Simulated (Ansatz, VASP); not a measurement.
# Two plane-wave programs on SiGe2N2

```
CELL_PARAMETERS angstrom
6.58288 0.00000 0.00000
0.00000 6.58288 0.00000
0.00000 0.00000 3.32101
ATOMIC_POSITIONS crystal
Si 0.00000 0.00000 0.00000
Si 0.50000 0.50000 0.00000
Ge 0.34121 0.84121 0.50000
Ge 0.15879 0.34121 0.50000
Ge 0.65879 0.15879 0.50000
Ge 0.84121 0.65879 0.50000
N 0.13587 0.63587 0.50000
N 0.36413 0.13587 0.50000
N 0.86413 0.36413 0.50000
N 0.63587 0.86413 0.50000
```

Alike in both runs: functional PBE; k mesh 4 × 4 × 4; occupations gaussian, width 0.1 eV; no spin polarisation.

Ansatz relaxed the structure, and its values are those at the end. VASP's run is a single point on that final structure, the one shown.

```csv
,VASP,Ansatz
version,VASP 6.6.1,Ansatz 0.2.0
potentials or method,"VASP PAW PBE potentials, release 64 (Si, Ge_d, N), cutoff 520 eV","scalar-relativistic, plane waves, PAW"
valence electrons in the cell,84,84
```

```csv
,VASP,Ansatz,Ansatz less VASP
gap on the k mesh at the Fermi level (eV),none,none,-
pressure (GPa),-0.1,0.1,+0.19
rms of the force components (eV/Å),0.020,0.015,-0.0046
```

A gap of «none» marks a metal or a gap that the smearing closes.

The k mesh is coarse, so the values compare programs but aren't converged.
